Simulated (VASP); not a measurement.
The system is Si4Ge.

```
Si Ge
1.0
    -4.32500    4.32500    2.73500
     4.32500   -4.32500    2.73500
     4.32500    4.32500   -2.73500
Si Ge
8 2
Cartesian
  1.7300 0.8650 1.3675
  3.4600 1.7300 0.0000
  2.5950 -0.8650 2.7350
  0.8650 2.5950 2.7350
  5.1900 2.5950 1.3675
  1.7300 5.1900 0.0000
  -0.8650 1.7300 4.1025
  2.5950 3.4600 -1.3675
  0.0000 4.3250 1.3675
  0.0000 0.0000 0.0000
```

* Program: VASP 6.6.1
* Task: relaxation of cell and atoms
* Functional: PBE
* Potentials or basis: VASP PAW PBE potentials, release 64 (Si, Ge_d)
* Cutoff: 600 eV
* k mesh: 4 × 4 × 4
* Occupations: gaussian, width 0.2 eV
* Spin: no spin polarisation

At the start: pressure 2.3 GPa; volume 20.46 Å³/atom.

Task: Where does the relaxation end?

Result: Over 4 steps the energy falls by 9.8 meV/atom and the volume is 21.02 Å³/atom (+2.7 %); space group I4_1/a (No. 88, to 0.05 Å).

The path:
| step | energy change (eV) | largest force (eV/Å) | pressure (GPa) | volume (Å³) |
| --- | --- | --- | --- | --- |
| 1 | 0.0000 | 0.4840 | 2.30 | 204.64 |
| 2 | -0.0789 | 0.1344 | -1.34 | 213.46 |
| 3 | -0.0840 | 0.1958 | -0.64 | 211.63 |
| 4 | -0.0982 | 0.0554 | -0.06 | 210.16 |

Final structure:
```yaml
crystal:
  lattice:
    - [-4.36334, 4.36334, 2.75961]
    - [4.36334, -4.36334, 2.75961]
    - [4.36334, 4.36334, -2.75961]
  atoms:
    - { symbol: Si, position: [0.35468, 0.45587, 0.30362] }
    - { symbol: Si, position: [0.20587, 0.40225, 0.60119] }
    - { symbol: Si, position: [0.39532, 0.79413, 0.19638] }
    - { symbol: Si, position: [0.80106, 0.60468, 0.39881] }
    - { symbol: Si, position: [0.54413, 0.84775, 0.89881] }
    - { symbol: Si, position: [0.59775, 0.19894, 0.80362] }
    - { symbol: Si, position: [0.94894, 0.64532, 0.10119] }
    - { symbol: Si, position: [0.15225, 0.05106, 0.69638] }
    - { symbol: Ge, position: [0.75000, 0.25000, 0.50000] }
    - { symbol: Ge, position: [0.00000, 0.00000, 0.00000] }
```

Caveat: the relaxation stopped at a loose force limit of 0.08 eV/Å, so its end isn't a converged minimum.
